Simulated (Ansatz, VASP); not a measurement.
# Two plane-wave programs on C

File INCAR:

```
ALGO = Normal
DIPOL = 0.5 0.5 0.500
EDIFF = 1E-7
ENCUT = 520
GGA = PE
IDIPOL = 3
ISIF = 2
ISMEAR = 0
IVDW = 12
LASPH = True
LCHARG = False
LDIPOL = True
LREAL = False
LWAVE = False
NBANDS = 11
NELM = 80
PREC = Accurate
SIGMA = 0.1
```

KPOINTS

```
k-points
0
Gamma
  21 21 1
```

Contents of POSCAR:

```
C
1.0
    2.3280000000      0.0000000000      0.0000000000
   -1.1640000000      2.0161071400      0.0000000000
    0.0000000000      0.0000000000     26.0024170307
C
2
Direct
    0.6666666667      0.3333333333      0.5164792373
    0.3333333333      0.6666666667      0.4835207627
```

Input for Ansatz:

```yaml
crystal:
  lattice:
    - [2.328, 0.0, 0.0]
    - [-1.164, 2.01610714, 0.0]
    - [0.0, 0.0, 26.0024170307]
  atoms:
    - { symbol: C, position: [0.6666666667, 0.3333333333, 0.5164792373] }
    - { symbol: C, position: [0.3333333333, 0.6666666667, 0.4835207627] }
  periodic: [true, true, false]
basis:
  ecutwfc: 420
kpoints:
  mp_grid: { grid: [21, 21, 1] }
hamiltonian:
  xc: pbe
  pseudopotentials: { kind: paw, azcp: { folder: soft_1 } }
  dispersion: d3bj
scf:
  occupations: { method: gaussian, width: 0.1 }
output:
  forces: true
  stress: true
  eigenvalues: true
  write_density: true
  write_potential: true
  elf: true
  volumetric_format: npy
```

Alike in both runs: task single point; functional PBE; dispersion D3(BJ); k mesh 21 × 21 × 1; occupations gaussian, width 0.1 eV; no spin polarisation.

```csv
,VASP,Ansatz
version,VASP 6.6.1,Ansatz 0.2.0
potentials or method,"VASP PAW PBE potentials, release 64 (C), cutoff 520 eV","scalar-relativistic, plane waves, PAW"
valence electrons in the cell,8,8
```

VASP gave:

| Quantity | Value |
| --- | --- |
| gap on the k mesh at the Fermi level (eV) | none |
| rms of the force components (eV/Å) | 4.689 |

**Question.** Which values does Ansatz return?

**Answer.** gap on the k mesh at the Fermi level (eV): none; rms of the force components (eV/Å): 4.700.

Atom by atom the forces differ by 0.011 eV/Å (rms over components). A gap of «none» marks a metal or a gap that the smearing closes. Ansatz's warnings: xc potential rough in thin density.
